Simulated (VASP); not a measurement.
C, 2 atoms in the cell. The structure is cubic, space group Fd-3m (No. 227). Conventional cell: a = 3.567 Å, b = 3.567 Å, c = 3.567 Å, α = 90.00°, β = 90.00°, γ = 90.00°. C (site symmetry -43m) has 4 C at 1.54 Å within 2.1 Å. 

* Program: VASP 6.6.1
* Task: single point
* Functional: PBE
* Potentials or basis: VASP PAW PBE potentials, release 64 (C)
* Cutoff: 600 eV
* k mesh: 8 × 8 × 8
* Occupations: gaussian, width 0.1 eV
* Spin: no spin polarisation
* Dipole correction: no
* Further INCAR settings: ALGO = Normal; EDIFF = 1e-06; NBANDS = 11

Potentials or basis: VASP PAW PBE potentials, release 64 (C).

Command:

```console
$ cat potpaw_PBE.64/C/POTCAR > POTCAR
$ mpirun -np 1 vasp_std > vasp.out
```

Hardware: 1 thread of Intel Xeon 8259CL (shared host).

Task: Estimate the wall time of this run.

Result: Run time: 6.6 s on 1 thread of Intel Xeon 8259CL, on a shared host, peak memory 0.12 GiB. Counts: scf iterations 11, k points 29.
